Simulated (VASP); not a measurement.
**ZnO: single point with PBE**

The system is ZnO.

```
CELL_PARAMETERS angstrom
2.74316 0.00000 0.00000
0.00000 2.74316 0.00000
0.00000 0.00000 2.74316
ATOMIC_POSITIONS crystal
Zn 0.00000 0.00000 0.00000
O 0.50000 0.50000 0.50000
```

```yaml
Program: VASP 6.6.1
Task: single point
Functional: PBE
Potentials_or_basis: VASP PAW PBE potentials, release 64 (Zn, O)
Cutoff: 600 eV
k_mesh: 6 × 6 × 6
Occupations: gaussian, width 0.05 eV
Spin: no spin polarisation
```

| Quantity | Value |
| --- | --- |
| Pressure | -8.1 GPa |
| Band gap on the k mesh | zero (band 9 reaches 2.57 eV, above the bottom of band 10 at 1.52 eV) |

Levels at points of the mesh, in eV from the Fermi level:
| k point | band 6 | band 7 | band 8 | band 9 | band 10 | band 11 | band 12 | band 13 |
| --- | --- | --- | --- | --- | --- | --- | --- | --- |
| (0.00, 0.00, 0.00) | -5.41 | -1.19 | -1.10 | -1.10 | -1.10 | 13.79 | 13.79 | 16.51 |
| (0.50, 0.00, 0.00) | -5.38 | -4.54 | -0.04 | -0.04 | 4.72 | 5.94 | 15.02 | 15.02 |
| (0.50, 0.50, 0.00) | -5.19 | -4.48 | -4.48 | -0.14 | 2.34 | 9.54 | 9.54 | 15.13 |
| (0.50, 0.50, 0.50) | -5.17 | -1.42 | -1.42 | -1.42 | 5.40 | 5.40 | 5.40 | 8.50 |

Run time: 9.1 s on 1 thread of Intel(R) Xeon(R) Platinum 8259CL CPU @ 2.50GHz (Skylake/Cascade Lake), with other jobs on the host, peak memory 0.14 GiB.

Caveat: the k points lie up to 0.38 Å⁻¹ apart.
